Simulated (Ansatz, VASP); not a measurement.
**Co: VASP beside Ansatz**

```
CELL_PARAMETERS angstrom
2.35245 0.00000 0.00000
-1.17623 2.03728 0.00000
0.00000 0.00000 7.62318
ATOMIC_POSITIONS crystal
Co 0.00000 0.00000 0.00000
Co 0.00000 0.00000 0.50000
Co 0.33333 0.66667 0.25000
Co 0.66667 0.33333 0.75000
```

Alike in both runs: task single point; functional PBEsol; k mesh 16 × 16 × 5; occupations fermi-dirac, width 0.05 eV; collinear spin.

|  | VASP | Ansatz |
| --- | --- | --- |
| version | VASP 6.6.1 | Ansatz 0.2.0 |
| potentials or method | VASP PAW PBE potentials, release 64 (Co), cutoff 520 eV | plane waves (420 eV) with PAW, scalar-relativistic |
| valence electrons in the cell | 36 | 68 |

```tsv
	VASP	Ansatz	Ansatz less VASP
net moment per atom (μB)	1.50	1.50	+0.003
size of the moment on the site where the two differ most (μB)	1.49	1.56	+0.067
```

VASP's potentials were made for PBE, not for PBEsol, and Ansatz warns of the same on its side. Site moments also hang on the region over which each program counts them. The functional is the same, so the differences come from potentials, cutoffs and numerics. VASP's potentials hold 36 valence electrons a cell and Ansatz's 68, so a difference there can come from the potentials and not from the codes.
